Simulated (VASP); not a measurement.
# CsH5 (P-6m2) in VASP: notebook

CsH5 is run at these levels: PBE; tasks: relaxation of cell and atoms.

Program: VASP 6.6.1. These are calculated values, not measurements. Logs are shortened: lines on timing, memory, paths and dates and some standing lists are left out, and cuts for length are marked.

**1. The cell of the first run**

It takes space group P-6m2 (No. 187, hexagonal). The conventional cell has a = 4.450 Å, b = 4.450 Å, c = 5.483 Å, α = 90.00°, β = 90.00°, γ = 120.00°. Cs (site symmetry -6m2) has 3 H at 2.57 Å within 3.4 Å. H (site symmetry mm2) has 2 H at 0.96 Å within 1.3 Å. H (site symmetry -6m2) has 3 H at 2.01 Å within 2.7 Å. Within 3.4 Å of H (site symmetry -6m2) lie 3 Cs at 2.57 Å and 6 H at 2.80 Å.

**2. Relaxation of cell and atoms, PBE**

Input file INCAR:

```
SYSTEM = CsH5
  PREC = Accurate
  ENCUT = 600
  EDIFF = 1E-7
  ISMEAR = 0
  SIGMA = 0.1
  LREAL = .False.
  LASPH = .True.
  NELM = 100
  ALGO = Normal
  ISIF = 3
  LWAVE = .False.
  LCHARG = .False.
  GGA = PE
  IBRION = 2
  NSW = 100
  EDIFFG = -0.01
```

Input file KPOINTS:

```
regular mesh
0
Gamma
  12 12 8
  0 0 0
```

Input file POSCAR:

```
CsH5
1.0
    4.4497194877      0.0000000000      0.0000000000
   -2.2248597439      3.8535701161      0.0000000000
    0.0000000000      0.0000000000      5.4828380759
Cs H
1 5
Direct
    0.3333333333      0.6666666667      0.0000000000
    0.7388436894      0.2611563106      0.5000000000
    0.7388436894      0.4776873788      0.5000000000
    0.5223126212      0.2611563106      0.5000000000
    0.0000000000      0.0000000000      0.5000000000
    0.6666666667      0.3333333333      0.0000000000
```

Potentials or basis: VASP PAW PBE potentials, release 64 (Cs_sv, H).

Command:

```bash
$ cat potpaw_PBE.64/Cs_sv/POTCAR potpaw_PBE.64/H/POTCAR > POTCAR
$ mpirun -np 1 vasp_std > vasp.out
```

OUTCAR:

```text
SYSTEM = CsH5
   PREC = Accurate
   ENCUT = 600
   EDIFF = 1E-7
   ISMEAR = 0
   LREAL = .False.
   LASPH = .True.
   NELM = 100
   ISIF = 3
   GGA = PE
   IBRION = 2
   NSW = 100
   EDIFFG = -0.01

 ion  position               nearest neighbor table
   1  0.333  0.667  0.000-
   2  0.739  0.261  0.500-
   3  0.739  0.478  0.500-
   4  0.522  0.261  0.500-
   5  0.000  0.000  0.500-
   6  0.667  0.333  0.000-

  LATTYP: Found a hexagonal cell.
 ALAT       =     4.4497194877
 C/A-ratio  =     1.2321761161

  Lattice vectors:

 A1 = (   4.4497194877,   0.0000000000,   0.0000000000)
 A2 = (  -2.2248597439,   3.8535701161,   0.0000000000)
 A3 = (   0.0000000000,   0.0000000000,   5.4828380759)

Analysis of symmetry for initial positions (statically):
=====================================================================
 Subroutine PRICEL returns:
 Original cell was already a primitive cell.

 Routine SETGRP: Setting up the symmetry group for a
 hexagonal supercell.

 Subroutine GETGRP returns: Found 12 space group operations
 (whereof 12 operations were pure point group operations)
 out of a pool of 24 trial point group operations.

The static configuration has the point symmetry D_3h.

Analysis of symmetry for dynamics (positions and initial velocities):
=====================================================================
 Subroutine PRICEL returns:
 Original cell was already a primitive cell.

 Routine SETGRP: Setting up the symmetry group for a
 hexagonal supercell.

 Subroutine GETGRP returns: Found 12 space group operations
 (whereof 12 operations were pure point group operations)
 out of a pool of 24 trial point group operations.

The dynamic configuration has the point symmetry D_3h.

 Subroutine INISYM returns: Found 12 space group operations
 (whereof 12 operations are pure point group operations),
 and found     1 'primitive' translations

----------------------------------------------------------------------------------------

                                     Primitive cell

  volume of cell :      94.0159

  direct lattice vectors                    reciprocal lattice vectors
     4.449719488  0.000000000  0.000000000     0.224733268  0.129749812  0.000000000
    -2.224859744  3.853570116  0.000000000     0.000000000  0.259499625  0.000000000
     0.000000000  0.000000000  5.482838076     0.000000000  0.000000000  0.182387294

  length of vectors
     4.449719488  4.449719488  5.482838076     0.259499625  0.259499625  0.182387294

  position of ions in fractional coordinates (direct lattice)
     0.333333333  0.666666667  0.000000000
     0.738843689  0.261156311  0.500000000
     0.738843689  0.477687379  0.500000000
     0.522312621  0.261156311  0.500000000
     0.000000000  0.000000000  0.500000000
     0.666666667  0.333333333  0.000000000

  ion indices of the primitive-cell ions
   primitive index   ion index
                 1           1
                 2           2
                 3           3
                 4           4
                 5           5
                 6           6

----------------------------------------------------------------------------------------

 KPOINTS: regular mesh

Automatic generation of k-mesh.
 Grid dimensions read from file:
 generate k-points for:   12   12    8

 Generating k-lattice:
[... 72 lines left out ...]
   PSTRESS=    0.0 pullay stress
   NELECT =      14.0000    total number of electrons
   NUPDOWN=      -1.0000    fix difference up-down
   EMIN   =  10.00;   EMAX   =-10.00  energy-range for DOS
   EFERMI =   0.00;   METHOD = LEGACY
   ISMEAR =     0;   SIGMA  =   0.10  broadening in eV -4-tet -1-fermi 0-gaus
   EFERMI_NEDOS =   21; number of points for ismear=-14 and -15
   IALGO  =     38    algorithm
   IMIX   =      4    mixing-type and parameters
     AMIX     =   0.40;   BMIX     =  1.00
     AMIX_MAG =   1.60;   BMIX_MAG =  1.00
  volume/ion in A,a.u.               =      15.67       105.74
  Fermi-wavevector in a.u.,A,eV,Ry     =   0.867728  1.639769 10.244538  0.752952
  Thomas-Fermi vector in A             =   1.986304
   LORBIT       =      0    0 simple, 1 ext, 2 COOP (PROOUT), +10 PAW based schemes
   GGA     = PE    functional components
   LHFCALC =     F    Hartree Fock is set to
   AEXX    =    0.0000 exact exchange contribution
   IVDW    =     0    specifies the selected vdW correction
   LEPSILON=     F    determine dielectric tensor
   LRPA    =     F    only Hartree local field effects (RPA)
 conjugate gradient relaxation of ions
 non-spin polarized calculation
 Gauss-broadening in eV      SIGMA  =   0.10
  energy-cutoff  :      600.00
  volume of cell :       94.02
 maximum number of plane-waves:      3178
 NGX is ok and might be reduce to    36
   NGX = 17   NGY = 17   NGZ = 21

--------------------------------------- Ionic step        1  -------------------------------------------

 number of electron      14.0000000 magnetization

 Free energy of the ion-electron system (eV)
  ---------------------------------------------------
  ext. energy  EPLUGINS =         0.00000000
  ---------------------------------------------------
  free energy    TOTEN  =       -13.78924993 eV

  energy without entropy =      -13.78703094  energy(sigma->0) =      -13.78814044

------------------------ aborting loop because EDIFF is reached ----------------------------------------

  FORCE on cell =-STRESS in cart. coord.  units (eV):
  Direction    XX          YY          ZZ          XY          YZ          ZX
  --------------------------------------------------------------------------------------
  -------------------------------------------------------------------------------------
  Total        0.0233791      0.0233791      0.0197756     -0.0000000      0.0000000      0.0000000
  in kB        0.3984163      0.3984163      0.3370078     -0.0000000      0.0000000      0.0000000
  external PRESSURE =       0.3779468 kB  Pullay stress =       0.0000000 kB

 VOLUME and BASIS-vectors are now :
 -----------------------------------------------------------------------------
  energy-cutoff  :      600.00
  volume of cell :       94.02
      direct lattice vectors                 reciprocal lattice vectors
     4.449719488  0.000000000  0.000000000     0.224733268  0.129749812  0.000000000
    -2.224859744  3.853570116  0.000000000     0.000000000  0.259499625  0.000000000
     0.000000000  0.000000000  5.482838076     0.000000000  0.000000000  0.182387294

 POSITION                                       TOTAL-FORCE (eV/Angst)
 -----------------------------------------------------------------------------------
     -0.00000      2.56905      0.00000        -0.000000     -0.000000      0.000000
      2.70661      1.00638      2.74142        -0.016963      0.009793     -0.000000
      2.22486      1.84080      2.74142         0.000000     -0.019587     -0.000000
      1.74311      1.00638      2.74142         0.016963      0.009793     -0.000000
      0.00000      0.00000      2.74142         0.000000     -0.000000      0.000000
      2.22486      1.28452      0.00000        -0.000000     -0.000000      0.000000
 -----------------------------------------------------------------------------------
    total drift:                                0.000000     -0.000000     -0.000000

  FREE ENERGIE OF THE ION-ELECTRON SYSTEM (eV)
  ---------------------------------------------------
  free  energy   TOTEN  =       -13.7892499278 eV

  energy  without entropy=      -13.7870309446  energy(sigma->0) =      -13.78814044

--------------------------------------- Ionic step        2  -------------------------------------------

 number of electron      14.0000000 magnetization

 Free energy of the ion-electron system (eV)
  ---------------------------------------------------
  ext. energy  EPLUGINS =         0.00000000
  ---------------------------------------------------
  free energy    TOTEN  =       -13.78929436 eV

  energy without entropy =      -13.78710398  energy(sigma->0) =      -13.78819917

 E-fermi :   0.1878     XC(G=0):  -7.2000

 val. band max:        0.1784368107   @ k =   0.3333   0.3333   0.1250
 cond. band min:       0.2174917986   @ k =   0.3333   0.3333   0.0000
 fundamental gap:      0.0390549880
 Fermi energy:         0.1877707295

 k-point     1 :       0.0000    0.0000    0.0000
  band No.  band energies     occupation
      1     -21.0238      2.00000
      2     -12.4843      2.00000
      3      -8.1474      2.00000
      4      -7.4936      2.00000
      5      -7.4936      2.00000
      6      -1.9568      2.00000
      7      -0.9291      2.00000
      8       1.6838      0.00000
      9       1.6838      0.00000
     10       4.1136      0.00000
     11       4.9412      0.00000
[... 309 lines left out ...]
 k-point    24 :       0.3333   -0.0000    0.1250
  band No.  band energies     occupation
      1     -20.9695      2.00000
      2     -12.3986      2.00000
      3      -8.1733      2.00000
      4      -8.0575      2.00000
      5      -7.6221      2.00000
      6      -2.7323      2.00000
      7      -0.3207      2.00000
      8       1.4116      0.00000
      9       2.3381      0.00000
     10       3.4496      0.00000
     11       4.8013      0.00000

 [... further k-points ...]
[... 5 lines left out ...]
  --------------------------------------------------------------------------------------
  -------------------------------------------------------------------------------------
  Total        0.0383983      0.0383983      0.0137759     -0.0000000     -0.0000000     -0.0000000
  in kB        0.6540175      0.6540175      0.2346368     -0.0000000     -0.0000000     -0.0000000
  external PRESSURE =       0.5142239 kB  Pullay stress =       0.0000000 kB

 VOLUME and BASIS-vectors are now :
 -----------------------------------------------------------------------------
  energy-cutoff  :      600.00
  volume of cell :       94.07
      direct lattice vectors                 reciprocal lattice vectors
     4.450555939 -0.000000000  0.000000000     0.224691030  0.129725427 -0.000000000
    -2.225277969  3.854294504 -0.000000000     0.000000000  0.259450854 -0.000000000
     0.000000000  0.000000000  5.483709874     0.000000000  0.000000000  0.182358298

 POSITION                                       TOTAL-FORCE (eV/Angst)
 -----------------------------------------------------------------------------------
     -0.00000      2.56953     -0.00000        -0.000000      0.000000      0.000000
      2.70630      1.00705      2.74185        -0.001576      0.000910     -0.000000
      2.22528      1.84020      2.74185         0.000000     -0.001820      0.000000
      1.74425      1.00705      2.74185         0.001576      0.000910     -0.000000
      2.22528      3.85429      2.74185        -0.000000      0.000000      0.000000
      2.22528      1.28476     -0.00000         0.000000      0.000000      0.000000
 -----------------------------------------------------------------------------------
    total drift:                                0.000000     -0.000000     -0.000000

  FREE ENERGIE OF THE ION-ELECTRON SYSTEM (eV)
  ---------------------------------------------------
  free  energy   TOTEN  =       -13.7892943638 eV

  energy  without entropy=      -13.7871039752  energy(sigma->0) =      -13.78819917

 reached required accuracy - stopping structural energy minimisation
```

Wall time 76 s (1 thread of Intel Xeon 6975P-C (Granite Rapids), shared host); peak memory 0.32 GiB.

Results:

| Quantity | Value |
| --- | --- |
| Free energy | -13.7893 eV |
| Relaxed volume | 15.68 Å³/atom |
| Relaxed cell | a = 4.451 Å, b = 4.451 Å, c = 5.484 Å, α = 90.00°, β = 90.00°, γ = 120.00° |
| Space group after relaxing (to 0.05 Å) | P-6m2 (No. 187) |
| Energy gained by relaxing | 0.0 meV/atom |
| Ionic steps | 2 |
| Pressure after relaxing | 0.1 GPa |

Final structure:
```
Cs H
1.0
     4.45056    0.00000    0.00000
    -2.22528    3.85429    0.00000
     0.00000    0.00000    5.48371
Cs H
1 5
Direct
  0.33333 0.66667 0.00000
  0.73872 0.26128 0.50000
  0.73872 0.47744 0.50000
  0.52256 0.26128 0.50000
  0.00000 0.00000 0.50000
  0.66667 0.33333 0.00000
```

Caveat: spin-orbit coupling is left out, which moves the levels of the heavy elements.

**3. Relaxation of cell and atoms, PBE**

This run uses another cell than the first one, of 15.29 Å³/atom, 0.976 times its volume.

Input file INCAR:

```
PREC = Accurate
ENCUT = 600
EDIFF = 1E-6
ISMEAR = 0
SIGMA = 0.01
LREAL = False
LASPH = True
NELM = 60
ALGO = Normal
ISIF = 3
LWAVE = False
LCHARG = False
GGA = PE
IBRION = 2
NSW = 100
EDIFFG = -0.01
```

Input file KPOINTS:

```
regular mesh
0
Gamma
  12 12 8
```

Input file POSCAR:

```
CsH5
1.0
    4.4715323452      0.0000000000      0.0000000000
   -2.2357661726      3.8724606048      0.0000000000
    0.0000000000      0.0000000000      5.2981098222
Cs H
1 5
Direct
    0.3333333333      0.6666666667      0.0000000000
    0.7381692808      0.2618307192      0.5000000000
    0.7381692808      0.4763385617      0.5000000000
    0.5236614383      0.2618307192      0.5000000000
    0.0000000000      0.0000000000      0.5000000000
    0.6666666667      0.3333333333      0.0000000000
```

Potentials or basis: VASP PAW PBE potentials, release 64 (Cs_sv, H).

Command:

```bash
$ cat potpaw_PBE.64/Cs_sv/POTCAR potpaw_PBE.64/H/POTCAR > POTCAR
$ mpirun -np 1 vasp_std > vasp.out
```

OUTCAR:

```text
PREC = Accurate
   ENCUT = 600
   EDIFF = 1E-6
   ISMEAR = 0
   LREAL = False
   LASPH = True
   NELM = 60
   ISIF = 3
   GGA = PE
   IBRION = 2
   NSW = 100
   EDIFFG = -0.01

 ion  position               nearest neighbor table
   1  0.333  0.667  0.000-
   2  0.738  0.262  0.500-
   3  0.738  0.476  0.500-
   4  0.524  0.262  0.500-
   5  0.000  0.000  0.500-
   6  0.667  0.333  0.000-

  LATTYP: Found a hexagonal cell.
 ALAT       =     4.4715323452
 C/A-ratio  =     1.1848532926

  Lattice vectors:

 A1 = (   4.4715323452,   0.0000000000,   0.0000000000)
[... 395 lines left out ...]
  free energy    TOTEN  =       -13.78783635 eV

  energy without entropy =      -13.78780251  energy(sigma->0) =      -13.78781943

 E-fermi :   0.1380     XC(G=0):  -7.1681

 val. band max:        0.1341523501   @ k =   0.3333   0.3333   0.1250
 cond. band min:       0.1418135876   @ k =   0.3333   0.3333   0.1250
 fundamental gap:      0.0076612374
 Fermi energy:         0.1379829687

 k-point     1 :       0.0000    0.0000    0.0000
  band No.  band energies     occupation
      1     -21.0557      2.00000
      2     -12.5475      2.00000
      3      -8.1785      2.00000
      4      -7.5326      2.00000
      5      -7.5326      2.00000
      6      -1.9908      2.00000
      7      -0.9464      2.00000
      8       1.6428      0.00000
      9       1.6428      0.00000
     10       4.0630      0.00000
     11       4.8866      0.00000
[... 309 lines left out ...]
 k-point    24 :       0.3333   -0.0000    0.1250
  band No.  band energies     occupation
      1     -21.0033      2.00000
      2     -12.4646      2.00000
      3      -8.1958      2.00000
      4      -8.0911      2.00000
      5      -7.6579      2.00000
      6      -2.7466      2.00000
      7      -0.3493      2.00000
      8       1.3720      0.00000
      9       2.2924      0.00000
     10       3.4159      0.00000
     11       4.7579      0.00000

 [... further k-points ...]
[... 5 lines left out ...]
  --------------------------------------------------------------------------------------
  -------------------------------------------------------------------------------------
  Total       -0.0275708     -0.0275708     -0.0254156      0.0000000     -0.0000000      0.0000000
  in kB       -0.4654974     -0.4654974     -0.4291082      0.0000000     -0.0000000      0.0000000
  external PRESSURE =      -0.4533677 kB  Pullay stress =       0.0000000 kB
[... 21 lines left out ...]
  FREE ENERGIE OF THE ION-ELECTRON SYSTEM (eV)
  ---------------------------------------------------
  free  energy   TOTEN  =       -13.7878363460 eV

  energy  without entropy=      -13.7878025133  energy(sigma->0) =      -13.78781943

 reached required accuracy - stopping structural energy minimisation
```

OSZICAR:

```text
N       E                     dE             d eps       ncg     rms          rms(c)
DAV:   1     0.669318901368E+02    0.66932E+02   -0.58916E+03  2090   0.112E+03
DAV:   2    -0.953926153565E+01   -0.76471E+02   -0.72995E+02  2970   0.169E+02
[... 120 lines left out ...]
  14 F= -.13787811E+02 E0= -.13787792E+02  d E =-.780686E-04
       N       E                     dE             d eps       ncg     rms          rms(c)
DAV:   1    -0.137880008009E+02   -0.19040E-03   -0.11679E-02  2246   0.738E-01    0.594E-02
DAV:   2    -0.137878704424E+02    0.13036E-03   -0.67789E-04  2543   0.105E-01    0.315E-02
DAV:   3    -0.137878444670E+02    0.25975E-04   -0.27162E-05  2480   0.362E-02    0.164E-02
DAV:   4    -0.137878362739E+02    0.81930E-05   -0.26099E-05  2516   0.344E-02    0.381E-03
DAV:   5    -0.137878363460E+02   -0.72031E-07   -0.11100E-06  1439   0.732E-03
  15 F= -.13787836E+02 E0= -.13787819E+02  d E =-.103845E-03
```

Run time: 5.4 min. Hardware: 1 thread of Intel Xeon 6975P-C (Granite Rapids), shared host; peak memory 0.31 GiB.

Results:

```
Free energy                            : -13.7878 eV
Relaxed volume                         : 15.82 Å³/atom
Relaxed cell                           : a = 4.464 Å, b = 4.464 Å, c = 5.499 Å, α = 90.00°, β = 90.00°, γ = 120.00°
Space group after relaxing (to 0.05 Å) : P-6m2 (No. 187)
Energy gained by relaxing              : 0.5 meV/atom
Ionic steps                            : 15
Pressure after relaxing                : 0.0 GPa
Largest force after relaxing           : 0.005 eV/Å
Band gap on the k mesh                 : 0.01 eV, direct
```

Forces on the atoms (eV/Å):
```
Cs   0.000  0.000  0.000
H    0.005 -0.003  0.000
H    0.000  0.005  0.000
H   -0.005 -0.003  0.000
H    0.000  0.000  0.000
H    0.000  0.000  0.000
```

Step by step:
```tsv
step	energy change (eV)	largest force (eV/Å)	pressure (GPa)	volume (Å³)
1	0.0000	0.0191	0.10	91.74
2	-0.0003	0.0056	0.11	91.87
3	-0.0006	0.0507	0.16	92.11
4	-0.0002	0.1452	0.26	92.58
5	-0.0007	0.0753	0.17	92.23
6	-0.0008	0.0716	0.17	92.31
7	-0.0011	0.0655	0.14	92.48
8	-0.0016	0.0520	0.11	92.81
9	-0.0022	0.0261	0.04	93.48
10	-0.0026	0.0232	-0.12	94.82
11	-0.0026	0.0139	-0.09	94.57
12	-0.0027	0.0024	-0.07	94.67
13	-0.0028	0.0255	-0.03	94.81
14	-0.0028	0.0144	-0.04	94.86
15	-0.0029	0.0053	-0.05	94.90
```

Final structure:
```
Cs H
1.0
     4.46402    0.00000    0.00000
    -2.23201    3.86596    0.00000
     0.00000    0.00000    5.49870
Cs H
1 5
Direct
  0.33333 0.66667 0.00000
  0.73839 0.26161 0.50000
  0.73839 0.47678 0.50000
  0.52322 0.26161 0.50000
  0.00000 0.00000 0.50000
  0.66667 0.33333 0.00000
```

Caveat: spin-orbit coupling is left out, which moves the levels of the heavy elements. A k mesh can miss the band edges.
